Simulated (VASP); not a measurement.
# Be7Hg (Pm-3m) in VASP: notebook

The runs below take Be7Hg through single point, relaxation of cell and atoms, with PBE.

Everything below comes from runs of VASP 6.6.1. Logs are shortened: lines on timing, memory, paths and dates and some standing lists are left out, and cuts for length are marked.

### Step 1. The cell of the first run

The structure is cubic, space group Pm-3m (No. 221). Conventional cell: a = 4.659 Å, b = 4.659 Å, c = 4.659 Å, α = 90.00°, β = 90.00°, γ = 90.00°. Within 3.1 Å of Be (site symmetry 4/mmm) lie 4 Be at 2.33 Å and 2 Hg at 2.33 Å. Be (site symmetry 4/mmm) has 6 Be at 2.33 Å within 3.1 Å. Within 3.1 Å of Be (site symmetry m-3m) lie 6 Be at 2.33 Å. Within 3.1 Å of Hg (site symmetry m-3m) lie 6 Be at 2.33 Å.

### Step 2. Single point, PBE

Input file INCAR:

```
SYSTEM = Be7Hg
  PREC = Accurate
  ENCUT = 520
  EDIFF = 1E-6
  ISMEAR = 0
  SIGMA = 0.1
  LREAL = .FALSE.
  LASPH = .TRUE.
  NELM = 60
  ALGO = Normal
  ISIF = 2
  LWAVE = .FALSE.
  LCHARG = .TRUE.
  GGA = PE
  LELF = .TRUE.
  LVHAR = .TRUE.
  NBANDS = 23
```

Input file KPOINTS:

```
Automatic mesh
0
G
  8 8 8
  0 0 0
```

Input file POSCAR:

```
Be7Hg
1.0
    4.6593665280      0.0000000000      0.0000000000
    0.0000000000      4.6593665280      0.0000000000
    0.0000000000      0.0000000000      4.6593665280
Be Hg
7 1
Direct
    0.5000000000      0.0000000000      0.0000000000
    0.0000000000      0.5000000000      0.0000000000
    0.0000000000      0.0000000000      0.5000000000
    0.0000000000      0.5000000000      0.5000000000
    0.5000000000      0.0000000000      0.5000000000
    0.5000000000      0.5000000000      0.0000000000
    0.5000000000      0.5000000000      0.5000000000
    0.0000000000      0.0000000000      0.0000000000
```

Potentials or basis: VASP PAW PBE potentials, release 64 (Be, Hg).

Launch:

```
$ cat potpaw_PBE.64/Be/POTCAR potpaw_PBE.64/Hg/POTCAR > POTCAR
$ mpirun -np 1 vasp_std > vasp.out
```

OUTCAR:

```text
SYSTEM = Be7Hg
   PREC = Accurate
   ENCUT = 520
   EDIFF = 1E-6
   ISMEAR = 0
   LREAL = .FALSE.
   LASPH = .TRUE.
   NELM = 60
   ISIF = 2
   GGA = PE

 ion  position               nearest neighbor table
   1  0.500  0.000  0.000-   5 2.33   6 2.33   8 2.33   5 2.33   6 2.33   8 2.33
   2  0.000  0.500  0.000-   4 2.33   6 2.33   8 2.33   4 2.33   8 2.33   6 2.33
   3  0.000  0.000  0.500-   4 2.33   5 2.33   8 2.33   8 2.33   4 2.33   5 2.33
   4  0.000  0.500  0.500-   2 2.33   3 2.33   7 2.33   2 2.33   3 2.33   7 2.33
   5  0.500  0.000  0.500-   1 2.33   3 2.33   7 2.33   1 2.33   7 2.33   3 2.33
   6  0.500  0.500  0.000-   1 2.33   2 2.33   7 2.33   7 2.33   1 2.33   2 2.33
   7  0.500  0.500  0.500-   4 2.33   5 2.33   6 2.33   6 2.33   5 2.33   4 2.33
   8  0.000  0.000  0.000-   1 2.33   2 2.33   3 2.33   3 2.33   2 2.33   1 2.33

  LATTYP: Found a simple cubic cell.
 ALAT       =     4.6593665280

  Lattice vectors:

 A1 = (   4.6593665280,   0.0000000000,   0.0000000000)
 A2 = (   0.0000000000,   4.6593665280,   0.0000000000)
 A3 = (   0.0000000000,   0.0000000000,   4.6593665280)

Analysis of symmetry for initial positions (statically):
=====================================================================
 Subroutine PRICEL returns:
 Original cell was already a primitive cell.

 Routine SETGRP: Setting up the symmetry group for a
 simple cubic supercell.

 Subroutine GETGRP returns: Found 48 space group operations
 (whereof 48 operations were pure point group operations)
 out of a pool of 48 trial point group operations.

The static configuration has the point symmetry O_h .

Analysis of symmetry for dynamics (positions and initial velocities):
=====================================================================
 Subroutine PRICEL returns:
 Original cell was already a primitive cell.

 Routine SETGRP: Setting up the symmetry group for a
 simple cubic supercell.

 Subroutine GETGRP returns: Found 48 space group operations
 (whereof 48 operations were pure point group operations)
 out of a pool of 48 trial point group operations.

The dynamic configuration has the point symmetry O_h .

 Subroutine INISYM returns: Found 48 space group operations
 (whereof 48 operations are pure point group operations),
 and found     1 'primitive' translations

----------------------------------------------------------------------------------------

                                     Primitive cell

  volume of cell :     101.1534

  direct lattice vectors                    reciprocal lattice vectors
     4.659366528  0.000000000  0.000000000     0.214621450  0.000000000  0.000000000
     0.000000000  4.659366528  0.000000000     0.000000000  0.214621450  0.000000000
     0.000000000  0.000000000  4.659366528     0.000000000  0.000000000  0.214621450

  length of vectors
     4.659366528  4.659366528  4.659366528     0.214621450  0.214621450  0.214621450

  position of ions in fractional coordinates (direct lattice)
     0.500000000  0.000000000  0.000000000
     0.000000000  0.500000000  0.000000000
     0.000000000  0.000000000  0.500000000
     0.000000000  0.500000000  0.500000000
     0.500000000  0.000000000  0.500000000
     0.500000000  0.500000000  0.000000000
     0.500000000  0.500000000  0.500000000
     0.000000000  0.000000000  0.000000000

  ion indices of the primitive-cell ions
   primitive index   ion index
                 1           1
                 2           2
                 3           3
                 4           4
                 5           5
                 6           6
                 7           7
                 8           8

----------------------------------------------------------------------------------------

 KPOINTS: Automatic mesh

Automatic generation of k-mesh.
 Grid dimensions read from file:
 generate k-points for:    8    8    8

 Generating k-lattice:

  Cartesian coordinates                     Fractional coordinates (reciprocal lattice)
     0.026827681  0.000000000  0.000000000     0.125000000  0.000000000  0.000000000
     0.000000000  0.026827681  0.000000000     0.000000000  0.125000000  0.000000000
     0.000000000  0.000000000  0.026827681     0.000000000  0.000000000  0.125000000

  Length of vectors
     0.026827681  0.026827681  0.026827681

  Shift w.r.t. Gamma in fractional coordinates (k-lattice)
     0.000000000  0.000000000  0.000000000

 Subroutine IBZKPT returns following result:
 ===========================================

 Found     35 irreducible k-points:

 Following reciprocal coordinates:
            Coordinates               Weight
  0.000000  0.000000  0.000000      1.000000
  0.125000  0.000000  0.000000      6.000000
  0.250000  0.000000  0.000000      6.000000
  0.375000  0.000000  0.000000      6.000000
  0.500000  0.000000  0.000000      3.000000
  0.125000  0.125000  0.000000     12.000000
[... 16 lines left out ...]
  0.375000  0.375000  0.125000     24.000000
  0.500000  0.375000  0.125000     24.000000
 [... further k-points ...]
   k-points           NKPTS =     35   k-points in BZ     NKDIM =     35   number of bands    NBANDS=     23
   number of dos      NEDOS =    301   number of ions     NIONS =      8
   total plane-waves  NPLWV =  46656
   dimension x,y,z NGX =    36 NGY =   36 NGZ =   36
   dimension x,y,z NGXF=    72 NGYF=   72 NGZF=   72
   ions per type =               7   1
   NGX,Y,Z   is equivalent  to a cutoff of  12.84, 12.84, 12.84 a.u.
   NGXF,Y,Z  is equivalent  to a cutoff of  25.69, 25.69, 25.69 a.u.
 SYSTEM =  Be7Hg
   PREC   = accura    normal or accurate (medium, high low for compatibility)
   ISTART =      0    job   : 0-new  1-cont  2-samecut
   ICHARG =      2    charge: 1-file 2-atom 10-const
   ISPIN  =      1    spin polarized calculation?
   LNONCOLLINEAR =      F non collinear calculations
   LSORBIT =      F    spin-orbit coupling
   LASPH  =      T    aspherical Exc in radial PAW
   ENCUT  =  520.0 eV  38.22 Ry    6.18 a.u.   8.66  8.66  8.66*2*pi/ulx,y,z
   NELM   =     60;   NELMIN=  2; NELMDL= -5     # of ELM steps
   EDIFF  = 0.1E-05   stopping-criterion for ELM
   LREAL  =      F    real-space projection
   EDIFFG = 0.1E-04   stopping-criterion for IOM
   NSW    =      0    number of steps for IOM
   IBRION =     -1    ionic relax: 0-MD 1-quasi-New 2-CG
   NFREE  =      0    steps in history (QN), initial steepest desc. (CG)
   ISIF   =      2    stress and relaxation
   ISYM   =      2    0-nonsym 1-usesym 2-fastsym
   POTIM  = 0.5000    time-step for ionic-motion
   TEBEG  =    0.0;   TEEND  =   0.0 temperature during run
   PSTRESS=    0.0 pullay stress
   NELECT =      26.0000    total number of electrons
   NUPDOWN=      -1.0000    fix difference up-down
   EMIN   =  10.00;   EMAX   =-10.00  energy-range for DOS
   EFERMI =   0.00;   METHOD = LEGACY
   ISMEAR =     0;   SIGMA  =   0.10  broadening in eV -4-tet -1-fermi 0-gaus
   EFERMI_NEDOS =   21; number of points for ismear=-14 and -15
   IALGO  =     38    algorithm
   IMIX   =      4    mixing-type and parameters
     AMIX     =   0.40;   BMIX     =  1.00
     AMIX_MAG =   1.60;   BMIX_MAG =  1.00
  volume/ion in A,a.u.               =      12.64        85.33
  Fermi-wavevector in a.u.,A,eV,Ry     =   1.040892  1.967001 14.741321  1.083456
  Thomas-Fermi vector in A             =   2.175488
   LORBIT       =      0    0 simple, 1 ext, 2 COOP (PROOUT), +10 PAW based schemes
   GGA     = PE    functional components
   LHFCALC =     F    Hartree Fock is set to
   AEXX    =    0.0000 exact exchange contribution
   IVDW    =     0    specifies the selected vdW correction
   LEPSILON=     F    determine dielectric tensor
   LRPA    =     F    only Hartree local field effects (RPA)
 non-spin polarized calculation
 Gauss-broadening in eV      SIGMA  =   0.10
  energy-cutoff  :      520.00
  volume of cell :      101.15
 maximum number of plane-waves:      2800
 NGX is ok and might be reduce to    36
   NGX = 17   NGY = 17   NGZ = 17

 number of electron      25.9999995 magnetization

 Free energy of the ion-electron system (eV)
  ---------------------------------------------------
  ext. energy  EPLUGINS =         0.00000000
  ---------------------------------------------------
  free energy    TOTEN  =       -18.14948790 eV

  energy without entropy =      -18.12979373  energy(sigma->0) =      -18.13964082

 E-fermi :   4.0650     XC(G=0):  -9.8545

 val. band max:        4.0515048139   @ k =   0.2500   0.2500   0.0000
 cond. band min:       4.0677895012   @ k =   0.5000   0.5000   0.0000
 fundamental gap:      0.0162846873
 Fermi energy:         4.0649932932

 k-point     1 :       0.0000    0.0000    0.0000
  band No.  band energies     occupation
      1      -5.5426      2.00000
      2      -4.7134      2.00000
      3      -4.7134      2.00000
      4      -3.9584      2.00000
      5      -3.9584      2.00000
      6      -3.9584      2.00000
[... 15 lines left out ...]
     22       9.2948      0.00000
     23       9.9375      0.00000

 k-point     2 :       0.1250    0.0000    0.0000
  band No.  band energies     occupation
      1      -5.4544      2.00000
      2      -4.7108      2.00000
      3      -4.7093      2.00000
      4      -3.9817      2.00000
      5      -3.9817      2.00000
      6      -3.9576      2.00000
[... 15 lines left out ...]
     22       9.5371      0.00000
     23      10.2014      0.00000

 k-point     3 :       0.2500    0.0000    0.0000
  band No.  band energies     occupation
      1      -5.2081      2.00000
      2      -4.7045      2.00000
      3      -4.6834      2.00000
      4      -4.0357      2.00000
      5      -4.0357      2.00000
      6      -3.9556      2.00000
[... 15 lines left out ...]
     22       9.5113      0.00000
     23      10.9323      0.00000

 k-point     4 :       0.3750    0.0000    0.0000
  band No.  band energies     occupation
      1      -4.9367      2.00000
      2      -4.6982      2.00000
      3      -4.5338      2.00000
      4      -4.0870      2.00000
      5      -4.0870      2.00000
      6      -3.9536      2.00000
[... 15 lines left out ...]
     22       9.3099      0.00000
     23      11.0402      0.00000

 k-point     5 :       0.5000    0.0000    0.0000
  band No.  band energies     occupation
      1      -4.8647      2.00000
      2      -4.6955      2.00000
      3      -4.2802      2.00000
      4      -4.1074      2.00000
      5      -4.1074      2.00000
      6      -3.9528      2.00000
[... 15 lines left out ...]
     22       9.5621      0.00000
     23       9.7239      0.00000

 k-point     6 :       0.1250    0.1250    0.0000
  band No.  band energies     occupation
      1      -5.3662      2.00000
      2      -4.7071      2.00000
      3      -4.7062      2.00000
      4      -4.0070      2.00000
      5      -3.9837      2.00000
      6      -3.9773      2.00000
[... 15 lines left out ...]
     22       9.8591      0.00000
     23      10.2480      0.00000

 k-point     7 :       0.2500    0.1250    0.0000
  band No.  band energies     occupation
      1      -5.1212      2.00000
      2      -4.7002      2.00000
      3      -4.6806      2.00000
      4      -4.0658      2.00000
      5      -4.0340      2.00000
      6      -3.9772      2.00000
[... 353 lines left out ...]
     22      10.5385      0.00000
     23      10.7367      0.00000

 k-point    21 :       0.3750    0.2500    0.1250
  band No.  band energies     occupation
      1      -4.7239      2.00000
      2      -4.6673      2.00000
      3      -4.3883      2.00000
      4      -4.1610      2.00000
      5      -4.1009      2.00000
      6      -4.0403      2.00000
[... 15 lines left out ...]
     22      10.4971      0.00000
     23      11.1794      0.00000

 k-point    22 :       0.5000    0.2500    0.1250
  band No.  band energies     occupation
      1      -4.7180      2.00000
      2      -4.6641      2.00000
      3      -4.2780      2.00000
      4      -4.1390      2.00000
      5      -4.0783      2.00000
      6      -3.9737      2.00000
[... 15 lines left out ...]
     22      10.2428      0.00000
     23      10.7077      0.00000

 k-point    23 :       0.3750    0.3750    0.1250
  band No.  band energies     occupation
      1      -4.7039      2.00000
      2      -4.6339      2.00000
      3      -4.3433      2.00000
      4      -4.1246      2.00000
      5      -4.1035      2.00000
      6      -3.8899      2.00000
[... 15 lines left out ...]
     22      10.7940      0.00000
     23      10.9618      0.00000

 k-point    24 :       0.5000    0.3750    0.1250
  band No.  band energies     occupation
      1      -4.7009      2.00000
      2      -4.6242      2.00000
      3      -4.3566      2.00000
      4      -4.1295      2.00000
      5      -4.1071      2.00000
      6      -3.6635      2.00000
[... 15 lines left out ...]
     22      10.8906      0.00000
     23      11.5510      0.00000

 [... further k-points ...]
[... 5 lines left out ...]
  --------------------------------------------------------------------------------------
  -------------------------------------------------------------------------------------
  Total        0.1062213      0.1062213      0.1062213     -0.0000000     -0.0000000      0.0000000
  in kB        1.6824481      1.6824481      1.6824481     -0.0000000     -0.0000000      0.0000000
  external PRESSURE =       1.6824481 kB  Pullay stress =       0.0000000 kB

 VOLUME and BASIS-vectors are now :
 -----------------------------------------------------------------------------
  energy-cutoff  :      520.00
  volume of cell :      101.15
      direct lattice vectors                 reciprocal lattice vectors
     4.659366528  0.000000000  0.000000000     0.214621450  0.000000000  0.000000000
     0.000000000  4.659366528  0.000000000     0.000000000  0.214621450  0.000000000
     0.000000000  0.000000000  4.659366528     0.000000000  0.000000000  0.214621450

 POSITION                                       TOTAL-FORCE (eV/Angst)
 -----------------------------------------------------------------------------------
      2.32968      0.00000      0.00000         0.000000      0.000000      0.000000
      0.00000      2.32968      0.00000         0.000000      0.000000      0.000000
      0.00000      0.00000      2.32968         0.000000      0.000000      0.000000
      0.00000      2.32968      2.32968         0.000000      0.000000      0.000000
      2.32968      0.00000      2.32968         0.000000      0.000000      0.000000
      2.32968      2.32968      0.00000         0.000000      0.000000      0.000000
      2.32968      2.32968      2.32968         0.000000      0.000000      0.000000
      0.00000      0.00000      0.00000         0.000000      0.000000      0.000000
 -----------------------------------------------------------------------------------
    total drift:                               -0.000000     -0.000000     -0.000000

  FREE ENERGIE OF THE ION-ELECTRON SYSTEM (eV)
  ---------------------------------------------------
  free  energy   TOTEN  =       -18.1494878993 eV

  energy  without entropy=      -18.1297937339  energy(sigma->0) =      -18.13964082
```

It took 73 s on 1 thread of Oxide Virtual Turin-like, shared host; peak memory 0.21 GiB.

Results:

* Free energy: -18.1495 eV
* Pressure: 0.2 GPa
* Band gap on the k mesh: zero (band 13 reaches 4.74 eV, above the bottom of band 14 at 3.09 eV)

Levels at points of the mesh, in eV from the Fermi level:
```csv
k point,band 10,band 11,band 12,band 13,band 14,band 15,band 16,band 17
"(0.00, 0.00, 0.00)",-3.08,-1.31,-1.31,0.38,0.38,0.38,1.00,1.00
"(0.50, 0.00, 0.00)",-1.90,-1.90,-1.70,-1.22,-0.97,-0.13,2.28,2.28
"(0.50, 0.50, 0.00)",-0.68,-0.51,-0.31,-0.31,0.00,0.00,0.16,0.29
"(0.50, 0.50, 0.50)",-4.34,-3.82,-3.82,-3.82,5.07,5.07,5.07,5.19
```

Caveat: spin-orbit coupling is left out, which moves the levels of the heavy elements.

[end of part 1 of 2]
